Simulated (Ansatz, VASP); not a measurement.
**C in VASP and in Ansatz**

```xyz
8
Lattice="-1.2325 -2.1347 0.0000 1.2325 -2.1347 0.0000 0.0000 -0.3556 13.4769" Properties=species:S:1:pos:R:3 pbc="T T T"
C     0.0000   -4.2695   11.7916
C     0.0000   -4.2695    5.0532
C     0.0000    0.0000    1.6839
C     0.0000    0.0000    8.4224
C     0.0000   -2.8463   11.7916
C     0.0000   -2.8463    5.0532
C     0.0000   -1.4232    1.6839
C     0.0000   -1.4232    8.4224
```

Alike in both runs: task single point; functional PBE; dispersion D3(BJ); k mesh 22 × 22 × 4; occupations gaussian, width 0.15 eV; no spin polarisation.

|  | VASP | Ansatz |
| --- | --- | --- |
| version | VASP 6.6.1 | Ansatz 0.2.0 |
| potentials or method | VASP PAW PBE potentials, release 64 (C), cutoff 520 eV | scalar-relativistic, plane waves, PAW |
| valence electrons in the cell | 32 | 32 |

Ansatz gave:

```
gap on the k mesh at the Fermi level (eV)                     : 0.22
least direct gap on the mesh (eV)                             : 0.23
pressure (GPa)                                                : 0.0
traceless stress, the component that is largest in VASP (GPa) : 0.07
```

Problem. What did VASP give for the same quantities?

Solution. gap on the k mesh at the Fermi level (eV): 0.22; least direct gap on the mesh (eV): 0.23; pressure (GPa): 0.5; traceless stress, the component that is largest in VASP (GPa): -0.45.
